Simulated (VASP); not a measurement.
Runs of VASP 6.6.1 on GaSi. The structure is that of space group Cmcm (No. 63), or close to it. The cells are those of the table. 

```tsv
task	cell	k mesh	cutoff (eV)	gap on the mesh (eV)	pressure (GPa)	largest force (eV/Å)
single point	a = 5.657, b = 5.657, c = 3.521 Å, angles 90.0, 90.0, 140.8°, 4 atoms	6 × 6 × 6	520	none	0.2	0.01
single point	a = 5.525, b = 5.525, c = 3.568 Å, angles 90.0, 90.0, 139.3°, 4 atoms	14 × 14 × 14	520	none	0.1	0.01
relaxation of cell and atoms	relaxed from a = 5.151, b = 5.151, c = 3.626 Å, angles 90.0, 90.0, 138.5°, 4 atoms	6 × 6 × 6	600	none	0.1	0.02
single point	a = 5.151, b = 5.151, c = 3.626 Å, angles 90.0, 90.0, 138.5°, 4 atoms	6 × 6 × 6	520	none	22.1	(a)
```

Alike in all rows: level PBE; potentials or basis VASP PAW PBE potentials, release 64 (Ga_d, Si); no spin polarisation; smearing gaussian 0.1 eV.

Problem. Fill in the values left out.

Solution. (a) 4.94.

Caveats: forces of over 1 eV/Å act on the atoms, so gaps and moduli don't describe the material at rest (some runs).

A k mesh can miss the band edges, and the runs leave out spin-orbit coupling on Ga.

A gap of «none» marks levels without a gap at the run's occupations.
